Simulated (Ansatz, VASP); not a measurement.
# Mg4Zn: VASP beside Ansatz

The input INCAR:

```
PREC = Accurate
ENCUT = 520
EDIFF = 1E-7
ISMEAR = 0
SIGMA = 0.1
LREAL = F
LASPH = T
NELM = 80
ALGO = Fast
ISIF = 2
LWAVE = F
LCHARG = F
GGA = PE
NBANDS = 18
```

File KPOINTS:

```
Automatic mesh
0
Gamma
  4 4 4
```

File POSCAR:

```
Mg4Zn
1.0
    5.2829283700      0.0000000000      0.0000000000
    0.0000000000      5.2829283700      0.0000000000
    0.0000000000      0.0000000000      5.2829283700
Mg Zn
4 1
Direct
    0.5000000000      0.0000000000      0.0000000000
    0.0000000000      0.5000000000      0.0000000000
    0.0000000000      0.0000000000      0.5000000000
    0.0000000000      0.0000000000      0.0000000000
    0.5000000000      0.5000000000      0.5000000000
```

Input for Ansatz:

```yaml
crystal:
  lattice:
    - [5.28292837, 0.0, 0.0]
    - [0.0, 5.28292837, 0.0]
    - [0.0, 0.0, 5.28292837]
  atoms:
    - { symbol: Mg, position: [0.5, 0.0, 0.0] }
    - { symbol: Mg, position: [0.0, 0.5, 0.0] }
    - { symbol: Mg, position: [0.0, 0.0, 0.5] }
    - { symbol: Mg, position: [0.0, 0.0, 0.0] }
    - { symbol: Zn, position: [0.5, 0.5, 0.5] }
basis:
  ecutwfc: 420
kpoints:
  mp_grid: { grid: [4, 4, 4] }
hamiltonian:
  xc: pbe
scf:
  occupations: { method: gaussian, width: 0.1 }
  lower_state_search: "off"
output:
  forces: true
  stress: true
  eigenvalues: true
```

Alike in both runs: task single point; functional PBE; k mesh 4 × 4 × 4; occupations gaussian, width 0.1 eV; no spin polarisation.

```csv
,VASP,Ansatz
version,VASP 6.6.1,Ansatz 0.2.0
potentials or method,"VASP PAW PBE potentials, release 64 (Mg, Zn), cutoff 520 eV","scalar-relativistic, plane waves, PAW"
valence electrons in the cell,20,52
```

|  | VASP | Ansatz | Ansatz less VASP |
| --- | --- | --- | --- |
| gap on the k mesh at the Fermi level (eV) | none | none | - |
| pressure (GPa) | 1.2 | 1.2 | -0.01 |

A gap of «none» marks a metal or a gap that the smearing closes. VASP's potentials hold 20 valence electrons a cell and Ansatz's 52, so a difference there can come from the potentials and not from the codes.
